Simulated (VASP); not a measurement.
Pd, 1 atom in the cell. It takes space group Fm-3m (No. 225, cubic). The conventional cell has a = 3.970 Å, b = 3.970 Å, c = 3.970 Å, α = 90.00°, β = 90.00°, γ = 90.00°. Pd (site symmetry m-3m) has 12 Pd at 2.81 Å within 3.7 Å.  This cell differs from its parent crystal: Ag replaced by Pd, lengths x 0.975, strained.

* Program: VASP 6.6.1
* Task: single point
* Functional: PBE
* Potentials or basis: VASP PAW PBE potentials, release 64 (Pd)
* Cutoff: 520 eV
* k mesh: 18 × 18 × 18
* Occupations: gaussian, width 0.1 eV
* Spin: no spin polarisation
* Dipole correction: no
* Further INCAR settings: ALGO = Fast; EDIFF = 1e-07; NBANDS = 11

Potentials or basis: VASP PAW PBE potentials, release 64 (Pd).

Command:

```sh
$ cat potpaw_PBE.64/Pd/POTCAR > POTCAR
$ mpirun -np 1 vasp_std > vasp.out
```

Hardware: 1 thread of Intel Xeon 6975P-C (shared host).

Q: Estimate the wall time of this run.

A: Wall time 21 s on 1 thread of Intel Xeon 6975P-C (shared host), peak memory 0.17 GiB. Counts: scf iterations 13, k points 195.
